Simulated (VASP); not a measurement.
# Fe (P6_3/mmc) in VASP: a series of runs, part 2 of 2

VASP 6.6.1. Earlier steps stand in the parts before.

### Step 3. Relaxation of cell and atoms, RPBE, collinear spin, antiferromagnetic start

This run uses another cell than the first one, of 11.78 Å³/atom, 1.284 times its volume.

INCAR reads:

```
SYSTEM = Fe
  PREC = Accurate
  ENCUT = 600
  EDIFF = 1E-6
  ISMEAR = -1
  SIGMA = 0.05
  LREAL = .FALSE.
  LASPH = .TRUE.
  NELM = 150
  ALGO = Normal
  ISIF = 3
  LWAVE = .FALSE.
  LCHARG = .FALSE.
  ISPIN = 2
  MAGMOM = 2.5 -2.5
  LORBIT = 11
  LMAXMIX = 4
  GGA = RP
  IBRION = 2
  NSW = 80
  EDIFFG = -0.01
```

KPOINTS reads:

```
regular mesh
0
G
  14 14 8
  0 0 0
```

POSCAR reads:

```
Fe
1.0
    2.5537576109      0.0000000000      0.0000000000
   -1.2768788055      2.2116189662      0.0000000000
    0.0000000000      0.0000000000      4.1702861787
Fe
2
Direct
    0.3333333333      0.6666666667      0.2500000000
    0.6666666667      0.3333333333      0.7500000000
```

Potentials or basis: VASP PAW PBE potentials, release 64 (Fe).

Run with:

```sh
> cat potpaw_PBE.64/Fe/POTCAR > POTCAR
> mpirun -np 1 vasp_std > vasp.out
```

OUTCAR:

```text
SYSTEM = Fe
   PREC = Accurate
   ENCUT = 600
   EDIFF = 1E-6
   ISMEAR = -1
   LREAL = .FALSE.
   LASPH = .TRUE.
   NELM = 150
   ISIF = 3
   ISPIN = 2
   LORBIT = 11
   GGA = RP
   IBRION = 2
   NSW = 80
   EDIFFG = -0.01

 ion  position               nearest neighbor table
   1  0.333  0.667  0.250-   2 2.55   2 2.55   2 2.55   2 2.55   2 2.55   2 2.55
   2  0.667  0.333  0.750-   1 2.55   1 2.55   1 2.55   1 2.55   1 2.55   1 2.55

  LATTYP: Found a hexagonal cell.
 ALAT       =     2.5537576109
 C/A-ratio  =     1.6330000000

  Lattice vectors:

 A1 = (   2.5537576109,   0.0000000000,   0.0000000000)
 A2 = (  -1.2768788055,   2.2116189662,   0.0000000000)
 A3 = (   0.0000000000,   0.0000000000,   4.1702861787)

Analysis of symmetry for initial positions (statically):
=====================================================================
 Subroutine PRICEL returns:
 Original cell was already a primitive cell.

 Routine SETGRP: Setting up the symmetry group for a
 hexagonal supercell.

 Subroutine GETGRP returns: Found 24 space group operations
 (whereof 12 operations were pure point group operations)
 out of a pool of 24 trial point group operations.

The static configuration has the point symmetry D_3d.
 The point group associated with its full space group is D_6h.

Analysis of symmetry for dynamics (positions and initial velocities):
=====================================================================
 Subroutine PRICEL returns:
 Original cell was already a primitive cell.

 Routine SETGRP: Setting up the symmetry group for a
[... 373 lines left out ...]

 E-fermi :   6.7914     XC(G=0): -13.5906

 val. band max:        6.7875074315   @ k =   0.2857   0.0000   0.2500
 cond. band min:       6.7916838872   @ k =   0.4286   0.0000   0.2500
 fundamental gap:      0.0041764557
 Fermi energy:         6.7914342978

 spin component 1

 k-point     1 :       0.0000    0.0000    0.0000
  band No.  band energies     occupation
      1      -1.9955      1.00000
      2       1.9974      1.00000
      3       5.2005      1.00000
      4       5.2005      1.00000
      5       5.3344      1.00000
      6       5.6523      1.00000
      7       5.6523      1.00000
      8       5.9705      1.00000
      9       5.9705      1.00000
     10       7.3437      0.00002
     11       7.4816      0.00000
     12       7.4816      0.00000
[... 333 lines left out ...]
      1       2.8975      1.00000
      2       3.2711      1.00000
      3       3.3332      1.00000
      4       3.6930      1.00000
      5       4.7772      1.00000
      6       4.9376      1.00000
      7       6.0594      1.00000
      8       7.3037      0.00004
      9       7.4858      0.00000
     10       7.6163      0.00000
     11      11.8236      0.00000
     12      12.9259      0.00000

 [... further k-points ...]

 spin component 2

 k-point     1 :       0.0000    0.0000    0.0000
  band No.  band energies     occupation
      1      -1.9955      1.00000
      2       1.9974      1.00000
      3       5.2005      1.00000
      4       5.2005      1.00000
      5       5.3344      1.00000
      6       5.6523      1.00000
      7       5.6523      1.00000
      8       5.9705      1.00000
      9       5.9705      1.00000
     10       7.3437      0.00002
     11       7.4816      0.00000
     12       7.4816      0.00000
[... 374 lines left out ...]
  FREE ENERGIE OF THE ION-ELECTRON SYSTEM (eV)
  ---------------------------------------------------
  free  energy   TOTEN  =       -15.1805750628 eV

  energy  without entropy=      -15.1568259349  energy(sigma->0) =      -15.16870050

 reached required accuracy - stopping structural energy minimisation

 total charge

# of ion       s       p       d       tot
------------------------------------------
    1        0.525   0.617   6.314   7.456
    2        0.525   0.617   6.314   7.456
--------------------------------------------------
tot          1.050   1.234  12.627  14.911

 magnetization (x)

# of ion       s       p       d       tot
------------------------------------------
    1       -0.000  -0.000  -0.005  -0.005
    2        0.000   0.000   0.005   0.005
--------------------------------------------------
tot          0.000   0.000   0.000   0.000
```

OSZICAR:

```text
N       E                     dE             d eps       ncg     rms          rms(c)
DAV:   1     0.904257838464E+02    0.90426E+02   -0.81276E+03  5768   0.190E+03
DAV:   2    -0.138992851796E+02   -0.10433E+03   -0.97086E+02  5832   0.307E+02
[... 193 lines left out ...]
DAV:   1    -0.151809968536E+02   -0.56431E-03   -0.16222E-02  5864   0.161E+00    0.154E-01
DAV:   2    -0.151806516653E+02    0.34519E-03   -0.11305E-03  6128   0.701E-01    0.563E-02
DAV:   3    -0.151805936967E+02    0.57969E-04   -0.11607E-04  6048   0.215E-01    0.265E-02
DAV:   4    -0.151805766151E+02    0.17082E-04   -0.15733E-05  6512   0.483E-02    0.506E-03
DAV:   5    -0.151805751392E+02    0.14759E-05   -0.14918E-06  3536   0.252E-02    0.136E-03
DAV:   6    -0.151805750628E+02    0.76434E-07   -0.20823E-07  2880   0.544E-03
  12 F= -.15180575E+02 E0= -.15168700E+02  d E =-.881121E-03  mag=    -0.0000
```

It took 20 min on 1 thread of Oxide Virtual Turin-like, shared host; peak memory 0.18 GiB.

Results:

| Quantity | Value |
| --- | --- |
| Free energy | -15.1806 eV |
| Relaxed volume | 10.40 Å³/atom |
| Relaxed cell | a = 2.478 Å, b = 2.478 Å, c = 3.911 Å, α = 90.00°, β = 90.00°, γ = 120.00° |
| Space group after relaxing (to 0.05 Å) | P6_3/mmc (No. 194) |
| Energy gained by relaxing | 30.0 meV/atom |
| Ionic steps | 12 |
| Pressure after relaxing | -0.1 GPa |
| Band gap on the k mesh | zero (filled and empty bands overlap) |
| Net moment | 0.00 μB per cell |
| Valence electrons inside the program's atomic spheres | Fe 7.46 |

Step by step:
```csv
step,energy change (eV),largest force (eV/Å),pressure (GPa),volume (Å³)
1,0.0000,0.0000,-7.37,23.55
2,-0.0491,0.0000,-1.31,21.75
3,-0.0495,0.0000,0.27,21.49
4,-0.0497,0.0000,-0.35,21.59
5,-0.0551,0.0000,-0.65,21.39
6,-0.0583,0.0000,-1.72,20.96
7,-0.0570,0.0000,-3.41,21.06
8,-0.0584,0.0000,-2.32,20.98
9,-0.0569,0.0000,2.12,20.63
10,-0.0592,0.0000,-0.68,20.85
11,-0.0599,0.0000,-0.34,20.82
12,-0.0601,0.0000,-0.10,20.80
```

Final structure:
```yaml
crystal:
  lattice:
    - [2.47795, 0.00000, 0.00000]
    - [-1.23898, 2.14597, 0.00000]
    - [0.00000, 0.00000, 3.91118]
  atoms:
    - { symbol: Fe, position: [0.33333, 0.66667, 0.25000] }
    - { symbol: Fe, position: [0.66667, 0.33333, 0.75000] }
```

Levels at points of the mesh, in eV from the Fermi level:
Spin up:
| k point | band 4 | band 5 | band 6 | band 7 | band 8 | band 9 | band 10 | band 11 | band 12 |
| --- | --- | --- | --- | --- | --- | --- | --- | --- | --- |
| (0.00, 0.00, 0.00) | -1.59 | -1.46 | -1.14 | -1.14 | -0.82 | -0.82 | 0.55 | 0.69 | 0.69 |
| (0.50, 0.00, 0.00) | -2.01 | -1.89 | -1.47 | -1.02 | 0.78 | 1.01 | 1.04 | 2.61 | 4.71 |
| (0.00, 0.00, 0.50) | -2.00 | -1.71 | -1.71 | -1.71 | -1.71 | 0.31 | 0.31 | 0.31 | 0.31 |
| (0.50, 0.00, 0.50) | -3.04 | -0.63 | -0.62 | 0.11 | 0.11 | 0.92 | 0.92 | 2.43 | 2.43 |
Spin down:
```tsv
k point	band 4	band 5	band 6	band 7	band 8	band 9	band 10	band 11	band 12
(0.00, 0.00, 0.00)	-1.59	-1.46	-1.14	-1.14	-0.82	-0.82	0.55	0.69	0.69
(0.50, 0.00, 0.00)	-2.01	-1.89	-1.47	-1.02	0.78	1.01	1.04	2.61	4.71
(0.00, 0.00, 0.50)	-2.00	-1.71	-1.71	-1.71	-1.71	0.31	0.31	0.31	0.31
(0.50, 0.00, 0.50)	-3.04	-0.63	-0.62	0.11	0.11	0.92	0.92	2.43	2.43
```

Caveat: the starting moments collapsed, and a magnetic state may lie lower; the PAW data sets were made with another functional, which shifts forces and pressure a little.

### Step 4. Single point, RPBE, collinear spin, antiferromagnetic start

This run uses another cell than the first one, of 10.42 Å³/atom, 1.136 times its volume.

INCAR reads:

```
PREC     = Accurate       # precision mode
ENCUT    = 520            # plane-wave cutoff, eV
EDIFF    = 1E-7           # SCF threshold, eV
ISMEAR   = -1             # smearing method
SIGMA    = 0.05           # smearing width, eV
LREAL    = False          # projectors in reciprocal space
LASPH    = True           # aspherical terms in the spheres
NELM     = 150            # most SCF steps
ALGO     = Normal         # electronic algorithm
ISIF     = 2              # what is computed and relaxed
LWAVE    = False          # write WAVECAR
LCHARG   = False          # write CHGCAR
ISPIN    = 2              # spin polarisation
MAGMOM   = 2.5 -2.5       # initial moments
LORBIT   = 11             # projections on sites
LMAXMIX  = 4              # l up to which the mixer works
GGA      = RP             # functional
NBANDS   = 19             # bands
```

KPOINTS reads:

```
Automatic mesh
0
Gamma
  24 24 13
```

POSCAR reads:

```
Fe
1.0
    2.4788196634      0.0000000000      0.0000000000
   -1.2394098317      2.1467207999      0.0000000000
    0.0000000000      0.0000000000      3.9158082099
Fe
2
Direct
    0.3333333333      0.6666666667      0.2500000000
    0.6666666667      0.3333333333      0.7500000000
```

Run with:

```sh
> cat potpaw_PBE.64/Fe/POTCAR > POTCAR
> mpirun -np 1 vasp_std > vasp.out
```

It took 19 min on 1 thread of Oxide Virtual Turin-like, shared host; peak memory 0.3 GiB.

Results (log left out):

* Free energy: -15.1813 eV
* Pressure: -0.6 GPa
* Band gap on the k mesh: zero (filled and empty bands overlap)
* Net moment: 0.00 μB per cell
* Site moments: Fe +0.05, -0.05 μB
* Valence electrons inside the program's atomic spheres: Fe 7.45

Stress tensor (GPa, compression positive):
```
-0.66  0.00  0.00
 0.00 -0.66  0.00
 0.00  0.00 -0.44
```

Levels at points of the mesh, in eV from the Fermi level:
Spin up:
```csv
k point,band 4,band 5,band 6,band 7,band 8,band 9,band 10,band 11,band 12,band 13
"(0.00, 0.00, 0.00)",-1.59,-1.46,-1.14,-1.14,-0.82,-0.82,0.54,0.69,0.69,8.58
"(0.50, 0.00, 0.00)",-2.01,-1.89,-1.47,-1.02,0.78,1.00,1.04,2.60,4.70,11.08
```
Spin down:
```
           k point  band 5  band 6  band 7  band 8  band 9  band 10  band 11  band 12
(0.00, 0.00, 0.00)   -1.46   -1.14   -1.14   -0.82   -0.82     0.54     0.69     0.69
(0.50, 0.00, 0.00)   -1.89   -1.47   -1.02    0.78    1.00     1.04     2.60     4.70
```

Caveat: the starting moments collapsed, and a magnetic state may lie lower; the PAW data sets were made with another functional, which shifts forces and pressure a little.
